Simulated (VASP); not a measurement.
Runs of VASP 6.6.1 on In3Cu. The structure is that of space group R-3m (No. 166), or close to it. The cells are those of the table. 

```tsv
cell	further INCAR settings	gap on the mesh (eV)	pressure (GPa)
a = 4.337 Å, angles 93.0°, 4 atoms	ALGO = Fast; EDIFF = 1e-07; NBANDS = 33	none	(b)
a = 4.295 Å, angles 87.9°, 4 atoms	ALGO = Fast; EDIFF = 1e-07; NBANDS = 33	none	(a)
a = 4.372 Å, angles 87.9°, 4 atoms	ALGO = Fast; EDIFF = 1e-07; NBANDS = 33	none	-1.5
a = 4.337 Å, angles 86.9°, 4 atoms	ALGO = Fast; EDIFF = 1e-07; NBANDS = 33	none	0.1
a = 4.413 Å, angles 86.9°, 4 atoms	ALGO = Fast; EDIFF = 1e-06; NBANDS = 33	none	-2.8
```

Alike in all rows: task single point; level LDA; potentials or basis VASP PAW LDA potentials, release 64 (In_d, Cu); no spin polarisation; k mesh 10 × 10 × 10; cutoff (eV) 520; smearing gaussian 0.15 eV.

Q: Fill in the values left out.

A: (a) 1.9; (b) 0.0.

Caveats: spin-orbit coupling is left out, which moves the levels of the heavy elements.

A k mesh can miss the band edges, and the runs leave out spin-orbit coupling on In.

A gap of «none» marks levels without a gap at the run's occupations.
